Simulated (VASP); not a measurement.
# BiB (rocksalt type) (Fm-3m) in VASP: electric field gradients with PBE

Aim: the electric field gradients of BiB (rocksalt type) with PBE.

Program: VASP 6.6.1. These are calculated values, not measurements. Logs are shortened: lines on timing, memory, paths and dates and some standing lists are left out, and cuts for length are marked.

### 1 The cell of the first run

The structure is cubic, space group Fm-3m (No. 225). Conventional cell: a = 5.276 Å, b = 5.276 Å, c = 5.276 Å, α = 90.00°, β = 90.00°, γ = 90.00°. Within 3.5 Å of B (site symmetry m-3m) lie 6 Bi at 2.64 Å. Bi (site symmetry m-3m) has 6 B at 2.64 Å within 3.5 Å.

### 2 Electric field gradients, PBE, non-collinear spin, zero start, spin-orbit coupling

The input, INCAR:

```
SYSTEM = BiB
PREC = Accurate ; ENCUT = 520
EDIFF = 1E-8 ; ISMEAR = -1
SIGMA = 0.05 ; LREAL = .False.
LASPH = .True. ; NELM = 150
ALGO = Normal ; ISIF = 2
LWAVE = .False. ; LCHARG = .False.
MAGMOM = 0 0 0 0 0 0 ; LORBIT = 11
LSORBIT = .True. ; GGA_COMPAT = .False.
LORBMOM = .True. ; GGA = PE
LEFG = .True. ; NBANDS = 30
```

The input, KPOINTS:

```
Automatic mesh
0
Gamma
  12 12 12
  0 0 0
```

The input, POSCAR:

```
BiB
1.0
    0.0000000000      2.6380753196      2.6380753196
    2.6380753196      0.0000000000      2.6380753196
    2.6380753196      2.6380753196      0.0000000000
B Bi
1 1
Direct
    0.0000000000      0.0000000000      0.0000000000
    0.5000000000      0.5000000000      0.5000000000
```

Potentials or basis: VASP PAW PBE potentials, release 64 (B, Bi_d).

Launch:

```
cat potpaw_PBE.64/B/POTCAR potpaw_PBE.64/Bi_d/POTCAR > POTCAR
mpirun -np 1 vasp_ncl > vasp.out
```

OUTCAR:

```text
SYSTEM = BiB
   PREC = Accurate
   ENCUT = 520
   EDIFF = 1E-8
   ISMEAR = -1
   LREAL = .False.
   LASPH = .True.
   NELM = 150
   ISIF = 2
   LORBIT = 11
   LSORBIT = .True.
   GGA = PE

 ion  position               nearest neighbor table
   1  0.000  0.000  0.000-   2 2.64   2 2.64   2 2.64   2 2.64   2 2.64   2 2.64
   2  0.500  0.500  0.500-   1 2.64   1 2.64   1 2.64   1 2.64   1 2.64   1 2.64

  LATTYP: Found a face centered cubic cell.
 ALAT       =     5.2761506392

  Lattice vectors:

 A1 = (   0.0000000000,   2.6380753196,   2.6380753196)
 A2 = (   2.6380753196,   0.0000000000,   2.6380753196)
 A3 = (   2.6380753196,   2.6380753196,   0.0000000000)

Analysis of symmetry for initial positions (statically):
=====================================================================
 Subroutine PRICEL returns:
 Original cell was already a primitive cell.

 Routine SETGRP: Setting up the symmetry group for a
 face centered cubic supercell.

 Subroutine GETGRP returns: Found 48 space group operations
 (whereof 48 operations were pure point group operations)
 out of a pool of 48 trial point group operations.

The static configuration has the point symmetry O_h .

Analysis of symmetry for dynamics (positions and initial velocities):
=====================================================================
 Subroutine PRICEL returns:
 Original cell was already a primitive cell.

 Routine SETGRP: Setting up the symmetry group for a
 face centered cubic supercell.

 Subroutine GETGRP returns: Found 48 space group operations
 (whereof 48 operations were pure point group operations)
 out of a pool of 48 trial point group operations.

The dynamic configuration has the point symmetry O_h .

Analysis of structural, dynamic, and magnetic symmetry:
=====================================================================
 Subroutine PRICEL returns:
 Original cell was already a primitive cell.

 Routine SETGRP: Setting up the symmetry group for a
 face centered cubic supercell.

 Subroutine GETGRP returns: Found 48 space group operations
 (whereof 48 operations were pure point group operations)
 out of a pool of 48 trial point group operations.

The overall configuration has the point symmetry O_h .

 Subroutine INISYM returns: Found 48 space group operations
 (whereof 48 operations are pure point group operations),
 and found     1 'primitive' translations

----------------------------------------------------------------------------------------

                                     Primitive cell

  volume of cell :      36.7191

  direct lattice vectors                    reciprocal lattice vectors
     0.000000000  2.638075320  2.638075320    -0.189532117  0.189532117  0.189532117
     2.638075320  0.000000000  2.638075320     0.189532117 -0.189532117  0.189532117
     2.638075320  2.638075320  0.000000000     0.189532117  0.189532117 -0.189532117

  length of vectors
     3.730801896  3.730801896  3.730801896     0.328279256  0.328279256  0.328279256

  position of ions in fractional coordinates (direct lattice)
     0.000000000  0.000000000  0.000000000
     0.500000000  0.500000000  0.500000000

  ion indices of the primitive-cell ions
   primitive index   ion index
                 1           1
                 2           2

----------------------------------------------------------------------------------------

 KPOINTS: Automatic mesh

Automatic generation of k-mesh.
 Grid dimensions read from file:
 generate k-points for:   12   12   12

 Generating k-lattice:

  Cartesian coordinates                     Fractional coordinates (reciprocal lattice)
    -0.015794343  0.015794343  0.015794343     0.083333333  0.000000000  0.000000000
     0.015794343 -0.015794343  0.015794343     0.000000000  0.083333333  0.000000000
     0.015794343  0.015794343 -0.015794343     0.000000000  0.000000000  0.083333333

  Length of vectors
     0.027356605  0.027356605  0.027356605

  Shift w.r.t. Gamma in fractional coordinates (k-lattice)
     0.000000000  0.000000000  0.000000000

 Subroutine IBZKPT returns following result:
 ===========================================

 Found     72 irreducible k-points:

 Following reciprocal coordinates:
            Coordinates               Weight
  0.000000  0.000000  0.000000      1.000000
  0.083333  0.000000  0.000000      8.000000
[... 85 lines left out ...]
  ext. energy  EPLUGINS =         0.00000000
  ---------------------------------------------------
  free energy    TOTEN  =        -8.88483390 eV

  energy without entropy =       -8.87598586  energy(sigma->0) =       -8.88040988

 E-fermi :   8.0540     XC(G=0): -10.9024

 val. band max:        8.0415344945   @ k =  -0.1667   0.2500   0.0833
 cond. band min:       8.0711673106   @ k =   0.0000   0.0000   0.0000
 fundamental gap:      0.0296328161
 Fermi energy:         8.0539986611

 k-point     1 :       0.0000    0.0000    0.0000
  band No.  band energies     occupation
      1     -16.3409      1.00000
      2     -16.3409      1.00000
      3     -16.3409      1.00000
      4     -16.3409      1.00000
      5     -13.3990      1.00000
      6     -13.3990      1.00000
[... 781 lines left out ...]
     29      19.9491      0.00000
     30      19.9491      0.00000

 [... further k-points ...]

------------------------ aborting loop because EDIFF is reached ----------------------------------------

  FORCE on cell =-STRESS in cart. coord.  units (eV):
  Direction    XX          YY          ZZ          XY          YZ          ZX
  --------------------------------------------------------------------------------------
  -------------------------------------------------------------------------------------
  Total        0.1885323      0.1885323      0.1885323     -0.0000000      0.0000000     -0.0000000
  in kB        8.2263024      8.2263024      8.2263024     -0.0000000      0.0000000     -0.0000000
  external PRESSURE =       8.2263024 kB  Pullay stress =       0.0000000 kB

 VOLUME and BASIS-vectors are now :
 -----------------------------------------------------------------------------
  energy-cutoff  :      520.00
  volume of cell :       36.72
      direct lattice vectors                 reciprocal lattice vectors
     0.000000000  2.638075320  2.638075320    -0.189532117  0.189532117  0.189532117
     2.638075320  0.000000000  2.638075320     0.189532117 -0.189532117  0.189532117
     2.638075320  2.638075320  0.000000000     0.189532117  0.189532117 -0.189532117

 POSITION                                       TOTAL-FORCE (eV/Angst)
 -----------------------------------------------------------------------------------
      0.00000      0.00000      0.00000        -0.000000     -0.000000      0.000000
      2.63808      2.63808      2.63808         0.000000      0.000000     -0.000000
 -----------------------------------------------------------------------------------
    total drift:                                0.000000      0.000000      0.000000

  FREE ENERGIE OF THE ION-ELECTRON SYSTEM (eV)
  ---------------------------------------------------
  free  energy   TOTEN  =        -8.8848339007 eV

  energy  without entropy=       -8.8759858633  energy(sigma->0) =       -8.88040988

 Electric field gradients (V/A^2)
---------------------------------------------------------------------
 ion       V_xx      V_yy      V_zz      V_xy      V_xz      V_yz
---------------------------------------------------------------------
   1      -0.000    -0.000    -0.000     0.000     0.000     0.000
   2       0.000     0.000     0.000     0.001     0.001     0.001
---------------------------------------------------------------------

 Electric field gradients after diagonalization (V/A^2)
 (convention: |V_zz| > |V_xx| > |V_yy|)
----------------------------------------------------------------------
 ion       V_xx      V_yy      V_zz     asymmetry (V_yy - V_xx)/ V_zz
----------------------------------------------------------------------
   1      -0.000    -0.000     0.000       0.000
   2      -0.001    -0.001     0.001       0.000
----------------------------------------------------------------------

           NMR quadrupolar parameters

 Cq : quadrupolar parameter    Cq=e*Q*V_zz/h
 eta: asymmetry parameters     (V_yy - V_xx)/ V_zz
 Q  : nuclear electric quadrupole moment in mb (millibarn)
----------------------------------------------------------------------
 ion       Cq(MHz)       eta       Q (mb)
----------------------------------------------------------------------
   1       0.000       0.000       1.000
   2       0.000       0.000       1.000
----------------------------------------------------------------------

 orbital moment (x)

 # of ion     p       d       tot
 ----------------------------------------
  1         0.000   0.000   0.000
  2         0.000   0.000   0.000
 ----------------------------------------
            0.000   0.000   0.000

 orbital moment (y)

 # of ion     p       d       tot
 ----------------------------------------
  1         0.000   0.000   0.000
  2         0.000  -0.000  -0.000
 ----------------------------------------
            0.000  -0.000  -0.000

 orbital moment (z)

 # of ion     p       d       tot
 ----------------------------------------
  1         0.000   0.000   0.000
  2         0.000   0.000   0.000
 ----------------------------------------
            0.000   0.000   0.000

 Spin-Orbit-Coupling matrix elements

 Ion:    1  E_soc:     -0.0001146
 l=   1
     0.0000000    -0.0000191    -0.0000191
    -0.0000191     0.0000000    -0.0000191
    -0.0000191    -0.0000191     0.0000000
 l=   2
     0.0000000     0.0000000     0.0000000     0.0000000     0.0000000
     0.0000000     0.0000000     0.0000000     0.0000000     0.0000000
     0.0000000     0.0000000     0.0000000     0.0000000     0.0000000
     0.0000000     0.0000000     0.0000000     0.0000000     0.0000000
     0.0000000     0.0000000     0.0000000     0.0000000     0.0000000
 l=   3
     0.0000000     0.0000000     0.0000000     0.0000000     0.0000000     0.0000000     0.0000000
     0.0000000     0.0000000     0.0000000     0.0000000     0.0000000     0.0000000     0.0000000
     0.0000000     0.0000000     0.0000000     0.0000000     0.0000000     0.0000000     0.0000000
     0.0000000     0.0000000     0.0000000     0.0000000     0.0000000     0.0000000     0.0000000
     0.0000000     0.0000000     0.0000000     0.0000000     0.0000000     0.0000000     0.0000000
     0.0000000     0.0000000     0.0000000     0.0000000     0.0000000     0.0000000     0.0000000
     0.0000000     0.0000000     0.0000000     0.0000000     0.0000000     0.0000000     0.0000000

 Ion:    2  E_soc:     -1.4390958
 l=   1
     0.0000000    -0.1742340    -0.1742340
    -0.1742340     0.0000000    -0.1742340
    -0.1742340    -0.1742340     0.0000000
 l=   2
     0.0000000    -0.0131448     0.0000000    -0.0131448    -0.0524706
    -0.0131448     0.0000000    -0.0393529    -0.0131448    -0.0131176
     0.0000000    -0.0393529     0.0000000    -0.0393529     0.0000000
    -0.0131448    -0.0131448    -0.0393529     0.0000000    -0.0131176
    -0.0524706    -0.0131176     0.0000000    -0.0131176     0.0000000
 l=   3
     0.0000000     0.0000000     0.0000000     0.0000000     0.0000000     0.0000000     0.0000000
     0.0000000     0.0000000     0.0000000     0.0000000     0.0000000     0.0000000     0.0000000
     0.0000000     0.0000000     0.0000000     0.0000000     0.0000000     0.0000000     0.0000000
     0.0000000     0.0000000     0.0000000     0.0000000     0.0000000     0.0000000     0.0000000
     0.0000000     0.0000000     0.0000000     0.0000000     0.0000000     0.0000000     0.0000000
     0.0000000     0.0000000     0.0000000     0.0000000     0.0000000     0.0000000     0.0000000
     0.0000000     0.0000000     0.0000000     0.0000000     0.0000000     0.0000000     0.0000000

 total charge

# of ion       s       p       d       tot
------------------------------------------
    1        0.757   0.813   0.000   1.570
    2        1.501   1.333   9.973  12.807
--------------------------------------------------
tot          2.258   2.146   9.973  14.376

 magnetization (x)

# of ion       s       p       d       tot
------------------------------------------
    1       -0.000   0.000   0.000  -0.000
    2       -0.000   0.000   0.000  -0.000
--------------------------------------------------
tot         -0.000   0.000   0.000  -0.000

 magnetization (y)

# of ion       s       p       d       tot
------------------------------------------
    1       -0.000   0.000   0.000  -0.000
    2        0.000  -0.000   0.000   0.000
--------------------------------------------------
tot          0.000  -0.000   0.000   0.000

 magnetization (z)

# of ion       s       p       d       tot
------------------------------------------
    1        0.000   0.000   0.000   0.000
    2       -0.000  -0.000   0.000  -0.000
--------------------------------------------------
tot         -0.000  -0.000   0.000  -0.000
```

Wall time 71 s (1 thread of Intel Xeon 6975P-C (Granite Rapids), shared host); peak memory 0.31 GiB.

What came out:

```yaml
Free_energy: -8.8848 eV
Pressure: 0.8 GPa
Net_moment: 0.00 μB per cell
Largest_electric_field_gradient_by_atom: zero within the noise of the run
Valence_electrons_inside_the_program's_atomic_spheres: B 1.57; Bi 12.81
```

Moments on the atoms (μB; x, y, z):
```
B   0.00 0.00 0.00
Bi  0.00 0.00 0.00
```
